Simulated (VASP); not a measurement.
# Al (Fm-3m) in VASP: further runs

The runs below take Al through single point, with LDA.

All numbers are computed with VASP 6.6.1; they aren't measurements. Logs are shortened: lines on timing, memory, paths and dates and some standing lists are left out, and cuts for length are marked.

### Step 1. The cell of the first run

Symmetry: Fm-3m, No. 225, cubic system. The conventional cell has a = 3.983 Å, b = 3.983 Å, c = 3.983 Å, α = 90.00°, β = 90.00°, γ = 90.00°. Within 3.7 Å of Al (site symmetry m-3m) lie 12 Al at 2.82 Å.

### Step 2. Single point, LDA

Contents of INCAR:

```
SYSTEM = Al
PREC = Accurate
ENCUT = 520
EDIFF = 1E-6
ISMEAR = -1
SIGMA = 0.1
LREAL = .False.
LASPH = .True.
NELM = 100
ALGO = Normal
ISIF = 2
LWAVE = .False.
LCHARG = .False.
NBANDS = 8
```

Contents of KPOINTS:

```
regular mesh
0
Gamma
  14 14 14
  0 0 0
```

Contents of POSCAR:

```
Al
1.0
    0.0000000000      1.9916090303      1.9916090303
    1.9916090303      0.0000000000      1.9916090303
    1.9916090303      1.9916090303      0.0000000000
Al
1
Direct
    0.0000000000      0.0000000000      0.0000000000
```

Potentials or basis: VASP PAW LDA potentials, release 64 (Al).

Started as:

```console
cat potpaw_LDA.64/Al/POTCAR > POTCAR
mpirun -np 1 vasp_std > vasp.out
```

OUTCAR:

```text
SYSTEM = Al
   PREC = Accurate
   ENCUT = 520
   EDIFF = 1E-6
   ISMEAR = -1
   LREAL = .False.
   LASPH = .True.
   NELM = 100
   ISIF = 2

 ion  position               nearest neighbor table
   1  0.000  0.000  0.000-

  LATTYP: Found a face centered cubic cell.
 ALAT       =     3.9832180606

  Lattice vectors:

 A1 = (   0.0000000000,   1.9916090303,   1.9916090303)
 A2 = (   1.9916090303,   0.0000000000,   1.9916090303)
 A3 = (   1.9916090303,   1.9916090303,   0.0000000000)

Analysis of symmetry for initial positions (statically):
=====================================================================
 Subroutine PRICEL returns:
 Original cell was already a primitive cell.

 Routine SETGRP: Setting up the symmetry group for a
 face centered cubic supercell.

 Subroutine GETGRP returns: Found 48 space group operations
 (whereof 48 operations were pure point group operations)
 out of a pool of 48 trial point group operations.

The static configuration has the point symmetry O_h .

Analysis of symmetry for dynamics (positions and initial velocities):
=====================================================================
 Subroutine PRICEL returns:
 Original cell was already a primitive cell.

 Routine SETGRP: Setting up the symmetry group for a
 face centered cubic supercell.

 Subroutine GETGRP returns: Found 48 space group operations
 (whereof 48 operations were pure point group operations)
 out of a pool of 48 trial point group operations.

The dynamic configuration has the point symmetry O_h .

 Subroutine INISYM returns: Found 48 space group operations
 (whereof 48 operations are pure point group operations),
 and found     1 'primitive' translations

----------------------------------------------------------------------------------------

                                     Primitive cell

  volume of cell :      15.7995

  direct lattice vectors                    reciprocal lattice vectors
     0.000000000  1.991609030  1.991609030    -0.251053290  0.251053290  0.251053290
     1.991609030  0.000000000  1.991609030     0.251053290 -0.251053290  0.251053290
     1.991609030  1.991609030  0.000000000     0.251053290  0.251053290 -0.251053290

  length of vectors
     2.816560502  2.816560502  2.816560502     0.434837054  0.434837054  0.434837054

  position of ions in fractional coordinates (direct lattice)
     0.000000000  0.000000000  0.000000000

  ion indices of the primitive-cell ions
   primitive index   ion index
                 1           1

----------------------------------------------------------------------------------------

 KPOINTS: regular mesh

Automatic generation of k-mesh.
 Grid dimensions read from file:
 generate k-points for:   14   14   14

 Generating k-lattice:

  Cartesian coordinates                     Fractional coordinates (reciprocal lattice)
    -0.017932378  0.017932378  0.017932378     0.071428571  0.000000000  0.000000000
     0.017932378 -0.017932378  0.017932378     0.000000000  0.071428571  0.000000000
     0.017932378  0.017932378 -0.017932378     0.000000000  0.000000000  0.071428571

  Length of vectors
     0.031059790  0.031059790  0.031059790

  Shift w.r.t. Gamma in fractional coordinates (k-lattice)
     0.000000000  0.000000000  0.000000000

 Subroutine IBZKPT returns following result:
 ===========================================

 Found    104 irreducible k-points:

 Following reciprocal coordinates:
            Coordinates               Weight
  0.000000  0.000000  0.000000      1.000000
  0.071429  0.000000  0.000000      8.000000
  0.142857  0.000000  0.000000      8.000000
  0.214286  0.000000  0.000000      8.000000
  0.285714  0.000000  0.000000      8.000000
  0.357143  0.000000  0.000000      8.000000
[... 16 lines left out ...]
  0.214286  0.142857  0.000000     24.000000
  0.285714  0.142857  0.000000     24.000000
 [... further k-points ...]
   k-points           NKPTS =    104   k-points in BZ     NKDIM =    104   number of bands    NBANDS=      8
   number of dos      NEDOS =    301   number of ions     NIONS =      1
   total plane-waves  NPLWV =  13824
   dimension x,y,z NGX =    24 NGY =   24 NGZ =   24
   dimension x,y,z NGXF=    48 NGYF=   48 NGZF=   48
   ions per type =               1
   NGX,Y,Z   is equivalent  to a cutoff of  14.17, 14.17, 14.17 a.u.
   NGXF,Y,Z  is equivalent  to a cutoff of  28.33, 28.33, 28.33 a.u.
 SYSTEM =  Al
   PREC   = accura    normal or accurate (medium, high low for compatibility)
   ISTART =      0    job   : 0-new  1-cont  2-samecut
   ICHARG =      2    charge: 1-file 2-atom 10-const
   ISPIN  =      1    spin polarized calculation?
   LNONCOLLINEAR =      F non collinear calculations
   LSORBIT =      F    spin-orbit coupling
   LASPH  =      T    aspherical Exc in radial PAW
   ENCUT  =  520.0 eV  38.22 Ry    6.18 a.u.   5.24  5.24  5.24*2*pi/ulx,y,z
   NELM   =    100;   NELMIN=  2; NELMDL= -5     # of ELM steps
   EDIFF  = 0.1E-05   stopping-criterion for ELM
   LREAL  =      F    real-space projection
   EDIFFG = 0.1E-04   stopping-criterion for IOM
   NSW    =      0    number of steps for IOM
   IBRION =     -1    ionic relax: 0-MD 1-quasi-New 2-CG
   NFREE  =      0    steps in history (QN), initial steepest desc. (CG)
   ISIF   =      2    stress and relaxation
   ISYM   =      2    0-nonsym 1-usesym 2-fastsym
   POTIM  = 0.5000    time-step for ionic-motion
   TEBEG  =    0.0;   TEEND  =   0.0 temperature during run
   PSTRESS=    0.0 pullay stress
   NELECT =       3.0000    total number of electrons
   NUPDOWN=      -1.0000    fix difference up-down
   EMIN   =  10.00;   EMAX   =-10.00  energy-range for DOS
   EFERMI =   0.00;   METHOD = LEGACY
   ISMEAR =    -1;   SIGMA  =   0.10  broadening in eV -4-tet -1-fermi 0-gaus
   EFERMI_NEDOS =   21; number of points for ismear=-14 and -15
   IALGO  =     38    algorithm
   IMIX   =      4    mixing-type and parameters
     AMIX     =   0.40;   BMIX     =  1.00
     AMIX_MAG =   1.60;   BMIX_MAG =  1.00
  volume/ion in A,a.u.               =      15.80       106.62
  Fermi-wavevector in a.u.,A,eV,Ry     =   0.940953  1.778143 12.046491  0.885392
  Thomas-Fermi vector in A             =   2.068416
   LORBIT       =      0    0 simple, 1 ext, 2 COOP (PROOUT), +10 PAW based schemes
   GGA     = CA    functional components
   LHFCALC =     F    Hartree Fock is set to
   AEXX    =    0.0000 exact exchange contribution
   IVDW    =     0    specifies the selected vdW correction
   LEPSILON=     F    determine dielectric tensor
   LRPA    =     F    only Hartree local field effects (RPA)
 non-spin polarized calculation
  energy-cutoff  :      520.00
  volume of cell :       15.80
 maximum number of plane-waves:       444
 NGX is ok and might be reduce to    24
   NGX = 11   NGY = 11   NGZ = 11

 number of electron       3.0000000 magnetization

 Free energy of the ion-electron system (eV)
  ---------------------------------------------------
  ext. energy  EPLUGINS =         0.00000000
  ---------------------------------------------------
  free energy    TOTEN  =        -4.19208097 eV

  energy without entropy =       -4.17692495  energy(sigma->0) =       -4.18450296

 E-fermi :   8.2297     XC(G=0): -10.5056

 val. band max:        8.1885126375   @ k =  -0.3571   0.4286   0.2143
 cond. band min:       8.2556582997   @ k =   0.5000   0.2857   0.0000
 fundamental gap:      0.0671456622
 Fermi energy:         8.2297194635

 k-point     1 :       0.0000    0.0000    0.0000
  band No.  band energies     occupation
      1      -3.1538      2.00000
      2      21.0562      0.00000
      3      21.0562      0.00000
      4      21.0562      0.00000
      5      22.7134      0.00000
      6      22.7134      0.00000
      7      22.7134      0.00000
      8      25.1791      0.00000

 k-point     2 :       0.0714    0.0000    0.0000
  band No.  band energies     occupation
      1      -3.0114      2.00000
      2      18.9258      0.00000
      3      20.6216      0.00000
      4      20.6216      0.00000
      5      23.3609      0.00000
      6      23.3659      0.00000
      7      23.3659      0.00000
      8      26.5740      0.00000

 k-point     3 :       0.1429    0.0000    0.0000
  band No.  band energies     occupation
      1      -2.5852      2.00000
      2      15.9942      0.00000
      3      19.9961      0.00000
      4      19.9961      0.00000
      5      23.2891      0.00000
      6      24.4904      0.00000
      7      24.4904      0.00000
      8      25.9406      0.00000

 k-point     4 :       0.2143    0.0000    0.0000
  band No.  band energies     occupation
      1      -1.8778      2.00000
      2      13.1300      0.00000
      3      19.5303      0.00000
      4      19.5303      0.00000
      5      23.0665      0.00000
      6      23.9420      0.00000
      7      23.9420      0.00000
      8      26.6231      0.00000

 k-point     5 :       0.2857    0.0000    0.0000
  band No.  band energies     occupation
      1      -0.8937      2.00000
      2      10.4360      0.00000
      3      19.2793      0.00000
      4      19.2793      0.00000
      5      22.6510      0.00000
      6      22.6510      0.00000
      7      22.9432      0.00000
      8      26.8639      0.00000

 k-point     6 :       0.3571    0.0000    0.0000
  band No.  band energies     occupation
      1       0.3611      2.00000
      2       7.9491      1.88606
      3      19.2568      0.00000
      4      19.2568      0.00000
      5      21.5157      0.00000
      6      21.5157      0.00000
      7      23.0121      0.00000
      8      25.6697      0.00000

 k-point     7 :       0.4286    0.0000    0.0000
  band No.  band energies     occupation
      1       1.8787      2.00000
      2       5.6891      2.00000
      3      19.4676      0.00000
      4      19.4676      0.00000
      5      20.6000      0.00000
      6      20.6000      0.00000
      7      23.3125      0.00000
      8      24.6600      0.00000

 k-point     8 :       0.5000    0.0000    0.0000
  band No.  band energies     occupation
      1       3.5255      2.00000
      2       3.7944      2.00000
      3      19.8829      0.00000
      4      19.8829      0.00000
      5      19.9485      0.00000
      6      19.9485      0.00000
      7      23.7901      0.00000
      8      23.9408      0.00000

 k-point     9 :       0.0714    0.0714    0.0000
  band No.  band energies     occupation
      1      -2.9640      2.00000
      2      19.6579      0.00000
      3      19.6579      0.00000
      4      19.9230      0.00000
      5      22.2856      0.00000
      6      24.3849      0.00000
      7      24.3849      0.00000
      8      25.8917      0.00000

 k-point    10 :       0.1429    0.0714    0.0000
  band No.  band energies     occupation
      1      -2.6324      2.00000
      2      17.0261      0.00000
      3      18.8644      0.00000
      4      20.0372      0.00000
      5      22.5548      0.00000
      6      24.1812      0.00000
      7      24.7965      0.00000
      8      25.6050      0.00000
[... 78 lines left out ...]
 k-point    18 :      -0.2857    0.0714    0.0000
  band No.  band energies     occupation
      1      -0.3811      2.00000
      2       9.6906      0.00000
      3      16.9712      0.00000
      4      20.7830      0.00000
      5      20.9428      0.00000
      6      22.5650      0.00000
      7      23.8731      0.00000
      8      27.6307      0.00000

 k-point    19 :      -0.2143    0.0714    0.0000
  band No.  band energies     occupation
      1      -1.4552      2.00000
      2      12.3036      0.00000
      3      17.1734      0.00000
      4      20.9973      0.00000
      5      22.1694      0.00000
      6      23.7635      0.00000
      7      23.9908      0.00000
      8      25.8192      0.00000

 k-point    20 :      -0.1429    0.0714    0.0000
  band No.  band energies     occupation
      1      -2.2546      2.00000
      2      15.0730      0.00000
      3      17.6351      0.00000
      4      21.3151      0.00000
      5      23.3671      0.00000
      6      23.9863      0.00000
      7      24.4764      0.00000
      8      25.2028      0.00000

 k-point    21 :      -0.0714    0.0714    0.0000
  band No.  band energies     occupation
      1      -2.7744      2.00000
      2      17.6853      0.00000
      3      18.5660      0.00000
      4      21.4249      0.00000
      5      22.9380      0.00000
      6      23.8680      0.00000
      7      24.6355      0.00000
      8      25.5959      0.00000

 k-point    22 :       0.1429    0.1429    0.0000
  band No.  band energies     occupation
      1      -2.3961      2.00000
      2      17.9599      0.00000
      3      17.9599      0.00000
      4      18.1274      0.00000
      5      21.2881      0.00000
      6      22.2205      0.00000
      7      26.8568      0.00000
      8      26.8568      0.00000

 k-point    23 :       0.2143    0.1429    0.0000
  band No.  band energies     occupation
      1      -1.8778      2.00000
      2      15.3492      0.00000
      3      17.2912      0.00000
      4      18.5340      0.00000
      5      20.4143      0.00000
      6      21.4929      0.00000
      7      27.3877      0.00000
      8      27.6558      0.00000

 k-point    24 :       0.2857    0.1429    0.0000
  band No.  band energies     occupation
      1      -1.0807      2.00000
      2      12.6165      0.00000
      3      16.8603      0.00000
      4      18.3994      0.00000
      5      18.8834      0.00000
      6      22.8487      0.00000
      7      26.7596      0.00000
      8      27.4014      0.00000

 [... further k-points ...]

------------------------ aborting loop because EDIFF is reached ----------------------------------------

  FORCE on cell =-STRESS in cart. coord.  units (eV):
  Direction    XX          YY          ZZ          XY          YZ          ZX
  --------------------------------------------------------------------------------------
  -------------------------------------------------------------------------------------
  Total       -0.0028539     -0.0028539     -0.0028539     -0.0000000     -0.0000000      0.0000000
  in kB       -0.2894053     -0.2894053     -0.2894053     -0.0000000     -0.0000000      0.0000000
  external PRESSURE =      -0.2894053 kB  Pullay stress =       0.0000000 kB

 VOLUME and BASIS-vectors are now :
 -----------------------------------------------------------------------------
  energy-cutoff  :      520.00
  volume of cell :       15.80
      direct lattice vectors                 reciprocal lattice vectors
     0.000000000  1.991609030  1.991609030    -0.251053290  0.251053290  0.251053290
     1.991609030  0.000000000  1.991609030     0.251053290 -0.251053290  0.251053290
     1.991609030  1.991609030  0.000000000     0.251053290  0.251053290 -0.251053290

 POSITION                                       TOTAL-FORCE (eV/Angst)
 -----------------------------------------------------------------------------------
      0.00000      0.00000      0.00000         0.000000      0.000000      0.000000
 -----------------------------------------------------------------------------------
    total drift:                               -0.000000     -0.000000     -0.000000

  FREE ENERGIE OF THE ION-ELECTRON SYSTEM (eV)
  ---------------------------------------------------
  free  energy   TOTEN  =        -4.1920809669 eV

  energy  without entropy=       -4.1769249532  energy(sigma->0) =       -4.18450296
```

It took 5.3 s on 1 thread of Intel Xeon 6975P-C, shared host; peak memory 0.13 GiB.

Results:

```yaml
Free_energy: -4.1921 eV
Pressure: 0.0 GPa
```

Levels at points of the mesh, in eV from the Fermi level:
| k point | band 1 | band 2 | band 3 | band 4 | band 5 |
| --- | --- | --- | --- | --- | --- |
| (0.00, 0.00, 0.00) | -11.38 | 12.83 | 12.83 | 12.83 | 14.48 |
| (0.50, 0.00, 0.00) | -4.70 | -4.44 | 11.65 | 11.65 | 11.72 |
| (0.50, 0.50, 0.00) | -2.98 | -1.60 | 5.32 | 5.76 | 5.76 |

[end of part 1 of 2]
